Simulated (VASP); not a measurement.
# Sr11O12 (a cell with a defect) in VASP: single point with PBE

Aim: the single point of Sr11O12 (a cell with a defect) with PBE.

All numbers are computed with VASP 6.6.1; they aren't measurements. Logs are shortened: lines on timing, memory, paths and dates and some standing lists are left out, and cuts for length are marked.

## Step 1: The cell of the first run

The cell holds a defect, 23 atoms: a = 7.431 Å, b = 7.431 Å, c = 10.368 Å, α = 90.00°, β = 90.00°, γ = 120.00°.

## Step 2: Single point, PBE

INCAR

```
SYSTEM = Sr11O12
  ALGO = Normal
  EDIFF = 1E-6
  ENCUT = 520
  GGA = PE
  GGA_COMPAT = .False.
  ISIF = 2
  ISMEAR = 0
  LASPH = .True.
  LCHARG = .False.
  LREAL = .False.
  LWAVE = .False.
  NBANDS = 108
  NELECT = 184.0
  NELM = 120
  PREC = Accurate
  SIGMA = 0.05
```

KPOINTS

```
k-points
0
Gamma
  3 3 2
  0 0 0
```

POSCAR

```
Sr11O12
1.0
    0.0000000000     -7.4310438777      0.0000000000
    6.4354727748      3.7155219389      0.0000000000
    0.0000000000      0.0000000000     10.3683011420
Sr O
11 12
Direct
    0.3373431935      0.3373432032      0.9625607767
    0.6840995100      0.0140511821      0.4742586980
    0.6587846620     -0.0181318458      0.9585811469
    0.0140511712      0.6840995455      0.4742586980
   -0.0181317722      0.6587846998      0.9585811469
    0.6666315928      0.6666316757      0.2187619716
    0.4126698206      0.4126697592      0.5337068170
    0.0114296668      0.3372644211      0.2217789557
   -0.0190535923      0.3174076049      0.7205412823
    0.3372643345      1.0114296537      0.2217789557
    0.3174077552      0.9809464232      0.7205412823
    0.3364159955      0.3364159986      0.2058489593
    0.2841434639      0.2841435375      0.7346426281
    0.6690415263      0.0086652530      0.2180799891
    0.6497662848      0.0127881825      0.7155829001
    0.0086653696      0.6690415997      0.2180799891
    0.0127880755      0.6497662482      0.7155829001
    0.7046698397      0.7046699067      0.4503665486
    0.6630785669      0.6630785568      0.9861174806
    0.0177988246      0.3525942972      0.4715167830
   -0.0112761377      0.3264840166      0.9705320922
    0.3525943490      1.0177988827      0.4715168795
    0.3264838634      0.9887237850      0.9705320922
```

Potentials or basis: VASP PAW PBE potentials, release 64 (Sr_sv, O).

Run with:

```console
$ cat potpaw_PBE.64/Sr_sv/POTCAR potpaw_PBE.64/O/POTCAR > POTCAR
$ mpirun -np 1 vasp_std > vasp.out
```

OUTCAR:

```text
SYSTEM = Sr11O12
   EDIFF = 1E-6
   ENCUT = 520
   GGA = PE
   ISIF = 2
   ISMEAR = 0
   LASPH = .True.
   LREAL = .False.
   NELECT = 184.0
   NELM = 120
   PREC = Accurate

 ion  position               nearest neighbor table
   1  0.337  0.337  0.963-  13 2.40  19 2.43  12 2.52  21 2.55  23 2.55   9 3.60  11 3.60   6 3.61
                            10 3.62   8 3.62   3 4.15   5 4.15   5 4.36   3 4.36   5 4.37   3 4.37
   2  0.684  0.014  0.474-  18 2.39  22 2.48  20 2.50  15 2.51  14 2.66   9 3.39   8 3.56  11 3.65
                             6 3.66  10 3.67   7 3.92   4 4.25   4 4.31   4 4.31   7 4.38   7 4.74
   3  0.659  0.982  0.959-  19 2.40  23 2.50  21 2.51  15 2.53  14 2.70   9 3.47  11 3.54   6 3.59
                            10 3.71   8 3.79   1 4.15   5 4.16   5 4.36   5 4.36   1 4.36   1 4.37
   4  0.014  0.684  0.474-  18 2.39  20 2.48  22 2.50  17 2.51  16 2.66  11 3.39  10 3.56   9 3.65
                             6 3.66   8 3.67   7 3.92   2 4.25   2 4.31   2 4.31   7 4.38   7 4.74
   5  0.982  0.659  0.959-  19 2.40  21 2.50  23 2.51  17 2.53  16 2.70  11 3.47   9 3.54   6 3.59
                             8 3.71  10 3.79   1 4.15   3 4.16   3 4.36   3 4.36   1 4.36   1 4.37
   6  0.667  0.667  0.219-  19 2.41  18 2.42  12 2.46  14 2.53  16 2.53   3 3.59   5 3.59   1 3.61
                             2 3.66   4 3.66   7 3.77   8 4.22  10 4.22  10 4.32   8 4.32  10 4.34
   7  0.413  0.413  0.534-  13 2.29  18 2.34  22 2.81  20 2.81  12 3.45  11 3.50   9 3.50   6 3.77
                             4 3.92   2 3.92  10 4.24   8 4.24   2 4.38   4 4.38   1 4.48   4 4.74
   8  0.011  0.337  0.222-  12 2.42  16 2.48  14 2.49  20 2.59  21 2.61   2 3.56   1 3.62   4 3.67
                             5 3.71   3 3.79  10 4.19   6 4.22   7 4.24   6 4.32   6 4.34  10 4.34
   9  0.981  0.317  0.721-  17 2.36  15 2.37  13 2.39  21 2.59  20 2.60   2 3.39   3 3.47   7 3.50
                             5 3.54   1 3.60   4 3.65  11 4.27  11 4.27  11 4.33   7 5.01
  10  0.337  0.011  0.222-  12 2.42  14 2.48  16 2.49  22 2.59  23 2.61   4 3.56   1 3.62   2 3.67
                             3 3.71   5 3.79   8 4.19   6 4.22   7 4.24   6 4.32   6 4.34   8 4.34
  11  0.317  0.981  0.721-  15 2.36  17 2.37  13 2.39  23 2.59  22 2.60   4 3.39   5 3.47   7 3.50
                             3 3.54   1 3.60   2 3.65   9 4.27   9 4.27   9 4.33   7 5.01
  12  0.336  0.336  0.206-  10 2.42   8 2.42   6 2.46   1 2.52   7 3.45
  13  0.284  0.284  0.735-   7 2.29   9 2.39  11 2.39   1 2.40
  14  0.669  0.009  0.218-  10 2.48   8 2.49   6 2.53   2 2.66   3 2.70
  15  0.650  0.013  0.716-  11 2.36   9 2.37   2 2.51   3 2.53
  16  0.009  0.669  0.218-   8 2.48  10 2.49   6 2.53   4 2.66   5 2.70
  17  0.013  0.650  0.716-   9 2.36  11 2.37   4 2.51   5 2.53
  18  0.705  0.705  0.450-   7 2.34   2 2.39   4 2.39   6 2.42
  19  0.663  0.663  0.986-   3 2.40   5 2.40   6 2.41   1 2.43
  20  0.018  0.353  0.472-   4 2.48   2 2.50   8 2.59   9 2.60   7 2.81
  21  0.989  0.326  0.971-   5 2.50   3 2.51   1 2.55   9 2.59   8 2.61
  22  0.353  0.018  0.472-   2 2.48   4 2.50  10 2.59  11 2.60   7 2.81
  23  0.326  0.989  0.971-   3 2.50   5 2.51   1 2.55  11 2.59  10 2.61

  LATTYP: Found a hexagonal cell.
 ALAT       =     7.4310438777
 C/A-ratio  =     1.3952684593

  Lattice vectors:

 A1 = (   0.0000000000,  -7.4310438777,   0.0000000000)
 A2 = (   6.4354727748,   3.7155219389,   0.0000000000)
 A3 = (   0.0000000000,   0.0000000000,  10.3683011420)

Analysis of symmetry for initial positions (statically):
=====================================================================
 Subroutine PRICEL returns:
 Original cell was already a primitive cell.

 Routine SETGRP: Setting up the symmetry group for a
 hexagonal supercell.

 Subroutine GETGRP returns: Found  2 space group operations
 (whereof  2 operations were pure point group operations)
 out of a pool of 24 trial point group operations.

The static configuration has the point symmetry C_1h.

Analysis of symmetry for dynamics (positions and initial velocities):
=====================================================================
 Subroutine PRICEL returns:
 Original cell was already a primitive cell.

 Routine SETGRP: Setting up the symmetry group for a
 hexagonal supercell.

 Subroutine GETGRP returns: Found  2 space group operations
 (whereof  2 operations were pure point group operations)
 out of a pool of 24 trial point group operations.

The dynamic configuration has the point symmetry C_1h.

 Subroutine INISYM returns: Found  2 space group operations
 (whereof  2 operations are pure point group operations),
 and found     1 'primitive' translations

----------------------------------------------------------------------------------------

                                     Primitive cell

  volume of cell :     495.8358

  direct lattice vectors                    reciprocal lattice vectors
     0.000000000 -7.431043878  0.000000000     0.077694370 -0.134570596  0.000000000
     6.435472775  3.715521939  0.000000000     0.155388739  0.000000000  0.000000000
     0.000000000  0.000000000 10.368301142     0.000000000  0.000000000  0.096447816

  length of vectors
     7.431043878  7.431043878 10.368301142     0.155388739  0.155388739  0.096447816

  position of ions in fractional coordinates (direct lattice)
     0.337343193  0.337343203  0.962560777
     0.684099510  0.014051182  0.474258698
     0.658784662  0.981868154  0.958581147
     0.014051171  0.684099545  0.474258698
     0.981868228  0.658784700  0.958581147
     0.666631593  0.666631676  0.218761972
[... 15 lines left out ...]
     0.352594349  0.017798883  0.471516880
     0.326483863  0.988723785  0.970532092

  ion indices of the primitive-cell ions
   primitive index   ion index
                 1           1
                 2           2
                 3           3
                 4           4
                 5           5
                 6           6
[... 15 lines left out ...]
                22          22
                23          23

----------------------------------------------------------------------------------------

 KPOINTS: k-points

Automatic generation of k-mesh.
 Grid dimensions read from file:
 generate k-points for:    3    3    2

 Generating k-lattice:

  Cartesian coordinates                     Fractional coordinates (reciprocal lattice)
     0.025898123 -0.044856865  0.000000000     0.333333333  0.000000000  0.000000000
     0.051796246  0.000000000  0.000000000     0.000000000  0.333333333  0.000000000
     0.000000000  0.000000000  0.048223908     0.000000000  0.000000000  0.500000000

  Length of vectors
     0.051796246  0.051796246  0.048223908

  Shift w.r.t. Gamma in fractional coordinates (k-lattice)
     0.000000000  0.000000000  0.000000000

 Subroutine IBZKPT returns following result:
 ===========================================

 Found      8 irreducible k-points:

 Following reciprocal coordinates:
            Coordinates               Weight
  0.000000  0.000000  0.000000      1.000000
  0.333333  0.000000  0.000000      4.000000
 -0.333333  0.333333  0.000000      2.000000
  0.333333  0.333333  0.000000      2.000000
  0.000000  0.000000  0.500000      1.000000
  0.333333  0.000000  0.500000      4.000000
 -0.333333  0.333333  0.500000      2.000000
  0.333333  0.333333  0.500000      2.000000
   k-points           NKPTS =      8   k-points in BZ     NKDIM =      8   number of bands    NBANDS=    108
   number of dos      NEDOS =    301   number of ions     NIONS =     23
   total plane-waves  NPLWV = 250880
   dimension x,y,z NGX =    56 NGY =   56 NGZ =   80
   dimension x,y,z NGXF=   112 NGYF=  112 NGZF=  160
   ions per type =              11  12
   NGX,Y,Z   is equivalent  to a cutoff of  12.53, 12.53, 12.83 a.u.
   NGXF,Y,Z  is equivalent  to a cutoff of  25.06, 25.06, 25.65 a.u.
 SYSTEM =  Sr11O12
   PREC   = accura    normal or accurate (medium, high low for compatibility)
   ISTART =      0    job   : 0-new  1-cont  2-samecut
   ICHARG =      2    charge: 1-file 2-atom 10-const
   ISPIN  =      1    spin polarized calculation?
   LNONCOLLINEAR =      F non collinear calculations
   LSORBIT =      F    spin-orbit coupling
   LASPH  =      T    aspherical Exc in radial PAW
   ENCUT  =  520.0 eV  38.22 Ry    6.18 a.u.  13.82 13.82 19.28*2*pi/ulx,y,z
   NELM   =    120;   NELMIN=  2; NELMDL= -5     # of ELM steps
   EDIFF  = 0.1E-05   stopping-criterion for ELM
   LREAL  =      F    real-space projection
   EDIFFG = 0.1E-04   stopping-criterion for IOM
   NSW    =      0    number of steps for IOM
   IBRION =     -1    ionic relax: 0-MD 1-quasi-New 2-CG
   NFREE  =      0    steps in history (QN), initial steepest desc. (CG)
   ISIF   =      2    stress and relaxation
   ISYM   =      2    0-nonsym 1-usesym 2-fastsym
   POTIM  = 0.5000    time-step for ionic-motion
   TEBEG  =    0.0;   TEEND  =   0.0 temperature during run
   PSTRESS=    0.0 pullay stress
   NELECT =     184.0000    total number of electrons
   NUPDOWN=      -1.0000    fix difference up-down
   EMIN   =  10.00;   EMAX   =-10.00  energy-range for DOS
   EFERMI =   0.00;   METHOD = LEGACY
   ISMEAR =     0;   SIGMA  =   0.05  broadening in eV -4-tet -1-fermi 0-gaus
   EFERMI_NEDOS =   21; number of points for ismear=-14 and -15
   IALGO  =     38    algorithm
   IMIX   =      4    mixing-type and parameters
     AMIX     =   0.40;   BMIX     =  1.00
     AMIX_MAG =   1.60;   BMIX_MAG =  1.00
  volume/ion in A,a.u.               =      21.56       145.48
  Fermi-wavevector in a.u.,A,eV,Ry     =   1.176436  2.223141 18.830472  1.384001
  Thomas-Fermi vector in A             =   2.312799
   LORBIT       =      0    0 simple, 1 ext, 2 COOP (PROOUT), +10 PAW based schemes
   GGA     = PE    functional components
   LHFCALC =     F    Hartree Fock is set to
   AEXX    =    0.0000 exact exchange contribution
   IVDW    =     0    specifies the selected vdW correction
   LEPSILON=     F    determine dielectric tensor
   LRPA    =     F    only Hartree local field effects (RPA)
 non-spin polarized calculation
 Gauss-broadening in eV      SIGMA  =   0.05
  energy-cutoff  :      520.00
  volume of cell :      495.84
 maximum number of plane-waves:     13392
   NGX = 27   NGY = 27   NGZ = 39

 number of electron     183.9999986 magnetization

 Free energy of the ion-electron system (eV)
  ---------------------------------------------------
  ext. energy  EPLUGINS =         0.00000000
  ---------------------------------------------------
  free energy    TOTEN  =      -133.09778210 eV

  energy without entropy =     -133.09778210  energy(sigma->0) =     -133.09778210

 E-fermi :   0.8045     XC(G=0):  -8.6701

 val. band max:        0.4699124820   @ k =  -0.3333   0.3333   0.5000
 cond. band min:       2.7589018454   @ k =   0.0000   0.0000   0.0000
 fundamental gap:      2.2889893634
 Fermi energy:         0.8045462396

 k-point     1 :       0.0000    0.0000    0.0000
  band No.  band energies     occupation
      1     -32.9590      2.00000
      2     -32.2155      2.00000
      3     -32.1777      2.00000
      4     -32.1734      2.00000
      5     -32.1655      2.00000
      6     -32.1606      2.00000
[... 96 lines left out ...]
    103       5.1035      0.00000
    104       6.4474      0.00000

 k-point     2 :       0.3333    0.0000    0.0000
  band No.  band energies     occupation
      1     -32.9589      2.00000
      2     -32.2070      2.00000
      3     -32.1874      2.00000
      4     -32.1750      2.00000
      5     -32.1664      2.00000
      6     -32.1585      2.00000
[... 738 lines left out ...]
    103       5.8722      0.00000
    104       5.9149      0.00000
 [bands above 104 left out]

------------------------ aborting loop because EDIFF is reached ----------------------------------------

  FORCE on cell =-STRESS in cart. coord.  units (eV):
  Direction    XX          YY          ZZ          XY          YZ          ZX
  --------------------------------------------------------------------------------------
  -------------------------------------------------------------------------------------
  Total       10.3082339     10.0068459     11.4828706     -0.2610097      1.6687948     -2.8904373
  in kB       33.3086447     32.3347799     37.1042082     -0.8433916      5.3923196     -9.3397714
  external PRESSURE =      34.2492109 kB  Pullay stress =       0.0000000 kB

 VOLUME and BASIS-vectors are now :
 -----------------------------------------------------------------------------
  energy-cutoff  :      520.00
  volume of cell :      495.84
      direct lattice vectors                 reciprocal lattice vectors
     0.000000000 -7.431043878  0.000000000     0.077694370 -0.134570596  0.000000000
     6.435472775  3.715521939  0.000000000     0.155388739  0.000000000  0.000000000
     0.000000000  0.000000000 10.368301142     0.000000000  0.000000000  0.096447816

 POSITION                                       TOTAL-FORCE (eV/Angst)
 -----------------------------------------------------------------------------------
      2.17096     -1.25341      9.98012         0.063069     -0.036413     -0.004338
      0.09043     -5.03137      4.91726        -0.052410     -0.027788      0.123376
      6.31879     -1.24731      9.93886         0.020979     -0.010450     -0.015205
      4.40250      2.43737      4.91726        -0.002140      0.059283      0.123376
      4.23959     -4.84858      9.93886         0.019540     -0.012944     -0.015205
      4.29009     -2.47688      2.26819         0.049593     -0.028633      0.031163
[... 15 lines left out ...]
      0.11454     -2.55401      4.88883         0.208797      0.111986      0.029852
      6.36291      1.24751     10.06277         0.043875      0.009140      0.049962
 -----------------------------------------------------------------------------------
    total drift:                               -0.001055     -0.001580     -0.000639

  FREE ENERGIE OF THE ION-ELECTRON SYSTEM (eV)
  ---------------------------------------------------
  free  energy   TOTEN  =      -133.0977821006 eV

  energy  without entropy=     -133.0977821006  energy(sigma->0) =     -133.09778210
```

It took 11 min on 1 thread of AMD EPYC 7R13 (Zen 3), shared host; peak memory 0.67 GiB.

What came out:

| Quantity | Value |
| --- | --- |
| Free energy | -133.0978 eV |
| Largest force | 1.438 eV/Å |

Forces on the atoms (eV/Å):
```
Sr   0.063 -0.036 -0.004
Sr  -0.052 -0.028  0.123
Sr   0.021 -0.010 -0.015
Sr  -0.002  0.059  0.123
Sr   0.020 -0.013 -0.015
Sr   0.050 -0.029  0.031
Sr  -0.888  0.513 -1.009
Sr   0.014  0.025 -0.002
Sr   0.095 -0.051  0.083
Sr  -0.014 -0.025 -0.002
Sr   0.091 -0.057  0.083
O    0.041 -0.024  0.109
O    0.120 -0.069 -0.045
O    0.002 -0.019  0.057
O    0.162 -0.008  0.055
O    0.018  0.008  0.057
O    0.088 -0.136  0.055
O   -0.127  0.074  0.134
O    0.025 -0.014  0.022
O    0.007 -0.237  0.030
O    0.014 -0.043  0.050
O    0.209  0.112  0.030
O    0.044  0.009  0.050
```

Caveat: the cell carries a net charge on a neutralising background, which shifts energy and pressure; the cell is charged against a uniform background, so pressure and absolute levels hang on convention.
